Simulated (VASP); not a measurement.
# Mg12CO12F4 in VASP: a series of runs, part 2 of 2

VASP 6.6.1. The steps go on from the part before.

### Step 4. Single point, PBE

Input file INCAR:

```
SYSTEM = Mg12CO12F4
PREC = Accurate
ENCUT = 520
EDIFF = 1E-6
ISMEAR = 0
SIGMA = 0.05
LREAL = Auto
LASPH = .TRUE.
NELM = 60
ALGO = Normal
ISIF = 2
LWAVE = .FALSE.
LCHARG = .TRUE.
GGA = PE
LELF = .TRUE.
LVHAR = .TRUE.
NBANDS = 84
```

Input file KPOINTS:

```
Automatic mesh
0
G
  2 2 1
  0 0 0
```

Input file POSCAR:

```
Mg12CO12F4
1.0
    5.6059430000      0.0000000000      0.0000000000
    2.8029710000      4.8548890000      0.0000000000
    0.0000000000      0.0000000000     16.7215410000
Mg O C F
12 12 1 4
Direct
    0.0000000000      0.0000000000      0.0598031007
    0.0000001407      0.4999998970      0.0598031007
    0.4999999108      0.0000000000      0.0598031007
    0.5000000515      0.4999998970      0.0598031007
    0.6662638452      0.6664945378      0.2110629038
    0.6663966651      0.1681713011      0.2111077562
    0.1660919889      0.6675301948      0.2111631936
    0.1648392270      0.1679420477      0.2110696616
    0.3312279669      0.3350027158      0.3596795893
    0.3321034473      0.8356201347      0.3604682726
    0.8314714757      0.3355683312      0.3668559016
    0.8306619604      0.8359766825      0.3591592426
    0.3333333459      0.8333333677      0.1282362672
    0.3333333082      0.3333332647      0.1282362672
    0.8333332567      0.8333333677      0.1282362672
    0.8333333974      0.3333332647      0.1282362672
   -0.0015422297      0.5006761226      0.2783126866
   -0.0012877954      0.0020033414      0.2783927630
    0.4999273538      0.5008534696      0.2786014758
    0.4987708401      0.0011613036      0.2772771959
    0.6582942004      0.1618986551      0.4287973220
    0.6603311208      0.6816932375      0.4297764781
    0.1761251801      0.1637934462      0.4297332405
    0.1617105252      0.6700179963      0.4254454180
    0.4399132838      0.3876269880      0.6095868796
    0.2270487899      0.5969110725      0.5739356797
    0.4524625675      0.1506475225      0.5911014421
    0.6740274845      0.3789555230      0.5893541152
    0.4047974824      0.4261294131      0.6898686550
```

Potentials or basis: VASP PAW PBE potentials, release 64 (Mg, O, C, F).

Run with:

```bash
$ cat potpaw_PBE.64/Mg/POTCAR potpaw_PBE.64/O/POTCAR potpaw_PBE.64/C/POTCAR potpaw_PBE.64/F/POTCAR > POTCAR
$ mpirun -np 1 vasp_std > vasp.out
```

OUTCAR:

```text
SYSTEM = Mg12CO12F4
   PREC = Accurate
   ENCUT = 520
   EDIFF = 1E-6
   ISMEAR = 0
   LREAL = Auto
   LASPH = .TRUE.
   NELM = 60
   ISIF = 2
   GGA = PE

 ion  position               nearest neighbor table
   1  0.000  0.000  0.060-  16 1.98  15 1.98  13 1.98   3 2.80   4 2.80   2 2.80   2 2.80   3 2.80
                             4 2.80   8 3.00   7 3.00   6 3.00
   2  0.000  0.500  0.060-  14 1.98  16 1.98  15 1.98   3 2.80   4 2.80   1 2.80   1 2.80   4 2.80
                             3 2.80   8 3.00   5 3.00   7 3.00
   3  0.500  0.000  0.060-  13 1.98  14 1.98  15 1.98   2 2.80   1 2.80   4 2.80   4 2.80   1 2.80
                             2 2.80   5 3.00   6 3.01   8 3.01
   4  0.500  0.500  0.060-  14 1.98  16 1.98  13 1.98   2 2.80   1 2.80   3 2.80   3 2.80   2 2.80
                             1 2.80   6 3.00   5 3.00   7 3.01
   5  0.666  0.666  0.211-  17 1.97  20 1.97  19 1.97  13 2.13  16 2.13  15 2.13   6 2.79   8 2.79
                             7 2.80   7 2.80   8 2.81   6 2.81  12 2.96  10 2.98   4 3.00   3 3.00
   6  0.666  0.168  0.211-  20 1.97  18 1.97  19 1.97  16 2.13  14 2.13  15 2.14   5 2.79   8 2.79
                             7 2.80   7 2.80   8 2.81   5 2.81  12 2.95   9 2.97   4 3.00   1 3.00
   7  0.166  0.668  0.211-  17 1.97  19 1.97  18 1.97  15 2.13  13 2.13  14 2.13   5 2.80   8 2.80
                             6 2.80   6 2.80   8 2.80   5 2.80   9 2.96  12 2.96  10 2.98   1 3.00
   8  0.165  0.168  0.211-  20 1.96  18 1.97  17 1.97  16 2.12  14 2.13  13 2.13   6 2.79   5 2.79
                             7 2.80   7 2.80   5 2.81   6 2.81   9 2.97  10 2.97   2 3.00   1 3.00
   9  0.331  0.335  0.360-  24 1.96  21 1.96  23 1.97  17 2.11  19 2.12  20 2.13  10 2.80  12 2.80
[... 4 lines left out ...]
                            12 2.81  12 2.81  10 2.81   9 2.81   5 3.06   6 3.06   8 3.07
  12  0.831  0.836  0.359-  24 1.95  21 1.97  22 1.97  18 2.11  20 2.11  17 2.12  10 2.80   9 2.80
                            11 2.81  11 2.81   9 2.81  10 2.81   6 2.95   5 2.96   7 2.96
  13  0.333  0.833  0.128-   3 1.98   1 1.98   4 1.98   5 2.13   7 2.13   8 2.13
  14  0.333  0.333  0.128-   2 1.98   3 1.98   4 1.98   6 2.13   8 2.13   7 2.13
  15  0.833  0.833  0.128-   1 1.98   3 1.98   2 1.98   7 2.13   5 2.13   6 2.14
  16  0.833  0.333  0.128-   1 1.98   2 1.98   4 1.98   8 2.12   6 2.13   5 2.13
  17  0.998  0.501  0.278-   5 1.97   8 1.97   7 1.97   9 2.11  12 2.12  11 2.19
  18  0.999  0.002  0.278-   8 1.97   6 1.97   7 1.97  12 2.11  10 2.12  11 2.19
  19  0.500  0.501  0.279-   5 1.97   6 1.97   7 1.97   9 2.12  10 2.12  11 2.18
  20  0.499  0.001  0.277-   8 1.96   6 1.97   5 1.97  12 2.11   9 2.13  10 2.13
[... 216 lines left out ...]
   NGX = 21   NGY = 21   NGZ = 63

 number of electron     128.0000008 magnetization

 Free energy of the ion-electron system (eV)
  ---------------------------------------------------
  ext. energy  EPLUGINS =         0.00000000
  ---------------------------------------------------
  free energy    TOTEN  =      -145.34198106 eV

  energy without entropy =     -145.30166090  energy(sigma->0) =     -145.32182098

 E-fermi :  -0.8474     XC(G=0):  -7.6083

 val. band max:       -0.8507884529   @ k =   0.0000   0.5000   0.0000
 cond. band min:      -0.8407387958   @ k =   0.5000   0.0000   0.0000
 fundamental gap:      0.0100496570
 Fermi energy:        -0.8474102680

 k-point     1 :       0.0000    0.0000    0.0000
  band No.  band energies     occupation
      1     -26.9324      2.00000
      2     -24.0448      2.00000
      3     -24.0164      2.00000
      4     -23.9275      2.00000
      5     -20.3502      2.00000
      6     -19.1598      2.00000
[... 305 lines left out ...]
     75       7.1897      0.00000
     76       7.2035      0.00000
 [bands above 76 left out]

------------------------ aborting loop because EDIFF is reached ----------------------------------------

  FORCE on cell =-STRESS in cart. coord.  units (eV):
  Direction    XX          YY          ZZ          XY          YZ          ZX
  --------------------------------------------------------------------------------------
  -------------------------------------------------------------------------------------
  Total       43.3834152     43.2077778      6.7752516     -0.2948422     -0.6109166      0.3221355
  in kB      152.7320002    152.1136660     23.8523806     -1.0379966     -2.1507416      1.1340830
  external PRESSURE =     109.5660156 kB  Pullay stress =       0.0000000 kB

 VOLUME and BASIS-vectors are now :
 -----------------------------------------------------------------------------
  energy-cutoff  :      520.00
  volume of cell :      455.10
      direct lattice vectors                 reciprocal lattice vectors
     5.605943000  0.000000000  0.000000000     0.178382121 -0.102988948  0.000000000
     2.802971000  4.854889000  0.000000000     0.000000000  0.205977933  0.000000000
     0.000000000  0.000000000 16.721541000     0.000000000  0.000000000  0.059803101

 POSITION                                       TOTAL-FORCE (eV/Angst)
 -----------------------------------------------------------------------------------
      0.00000      0.00000      1.00000        -0.000994     -0.002346     -0.436533
      1.40149      2.42744      1.00000         0.002809      0.002718     -0.435690
      2.80297      0.00000      1.00000         0.000471      0.001207     -0.421615
      4.20446      2.42744      1.00000        -0.003296      0.001783     -0.439875
      5.60320      3.23576      3.52930        -0.000360      0.001571     -0.034158
      4.20716      0.81645      3.53005         0.000302      0.001718     -0.034920
[... 21 lines left out ...]
      4.84076      1.83979      9.85491         0.384106     -0.001261     -0.021366
      3.46370      2.06881     11.53567         0.029450     -0.027985      0.546470
 -----------------------------------------------------------------------------------
    total drift:                               -0.007305     -0.002147      0.007537

  FREE ENERGIE OF THE ION-ELECTRON SYSTEM (eV)
  ---------------------------------------------------
  free  energy   TOTEN  =      -145.3419810646 eV

  energy  without entropy=     -145.3016609029  energy(sigma->0) =     -145.32182098
```

OSZICAR:

```text
N       E                     dE             d eps       ncg     rms          rms(c)
DAV:   1     0.986382490510E+03    0.98638E+03   -0.61296E+04   680   0.133E+03
DAV:   2    -0.678711787468E+02   -0.10543E+04   -0.99566E+03   856   0.321E+02
DAV:   3    -0.178434086464E+03   -0.11056E+03   -0.10982E+03   792   0.111E+02
[... 19 lines left out ...]
DAV:  23    -0.145342181927E+03   -0.19512E-03   -0.16157E-04   736   0.307E-02    0.209E-01
DAV:  24    -0.145342300759E+03   -0.11883E-03   -0.82631E-05   792   0.465E-02    0.276E-01
DAV:  25    -0.145342007067E+03    0.29369E-03   -0.91074E-05   704   0.261E-02    0.959E-02
DAV:  26    -0.145341980172E+03    0.26895E-04   -0.47442E-05   672   0.142E-02    0.257E-02
DAV:  27    -0.145341981065E+03   -0.89281E-06   -0.65298E-06   648   0.733E-03
   1 F= -.14534198E+03 E0= -.14532182E+03  d E =-.403202E-01
```

stdout:

```text
POSCAR found type information on POSCAR MgO C F
 POSCAR found :  4 types and      29 ions
 scaLAPACK will be used
 LDA part: xc-table for (Slater+PW92), standard interpolation
 POSCAR, INCAR and KPOINTS ok, starting setup
 FFT: planning ... GRIDC
 FFT: planning ... GRID_SOFT
 FFT: planning ... GRID
 WAVECAR not read
 entering main loop
```

Wall time 5.8 min (1 thread of Intel Xeon Platinum 8488C (Sapphire Rapids), shared host); peak memory 0.54 GiB.

What came out:

```
Free energy            : -145.3420 eV
Largest force          : 0.548 eV/Å
Band gap on the k mesh : zero (bands 64 and 65 overlap by 0.38 eV)
```

Forces on the atoms (eV/Å):
```
Mg  -0.001 -0.002 -0.437
Mg   0.003  0.003 -0.436
Mg   0.000  0.001 -0.422
Mg  -0.003  0.002 -0.440
Mg   0.000  0.002 -0.034
Mg   0.000  0.002 -0.035
Mg  -0.001  0.003 -0.031
Mg  -0.001  0.002 -0.037
Mg   0.002  0.018 -0.047
Mg  -0.009  0.001 -0.048
Mg   0.002 -0.005 -0.037
Mg  -0.002  0.001 -0.052
O   -0.025 -0.004  0.303
O    0.000  0.036  0.308
O    0.015  0.002  0.302
O   -0.010  0.013  0.302
O    0.001 -0.003  0.027
O    0.001  0.003  0.025
O   -0.001 -0.001  0.028
O    0.001 -0.003  0.041
O   -0.002 -0.008  0.001
O   -0.003  0.003 -0.002
O    0.005 -0.001  0.000
O   -0.004  0.005  0.004
C   -0.020  0.033  0.147
F   -0.177  0.275  0.054
F   -0.188 -0.346 -0.011
F    0.384 -0.001 -0.021
F    0.029 -0.028  0.546
```

Caveat: the k points lie up to 0.65 Å⁻¹ apart; there is no dipole correction, which matters where the two faces differ.

### Step 5. The runs side by side

| cell | gap on the mesh (eV) | largest force (eV/Å) |
| --- | --- | --- |
| as given, atomic positions A | none | 0.45 |
| as given, atomic positions B | none | 0.44 |
| as given, atomic positions C | none | 0.55 |

Alike in all rows: task single point; level PBE; potentials or basis VASP PAW PBE potentials, release 64 (Mg, O, C, F); no spin polarisation; k mesh 2 × 2 × 1; cutoff (eV) 520; smearing gaussian 0.05 eV.

Caveats: all runs use coarse meshes; there is no dipole correction, which matters where the two faces differ (at least some runs).

Total energies depend on the potentials used, so only differences within one code and one set of settings carry meaning.
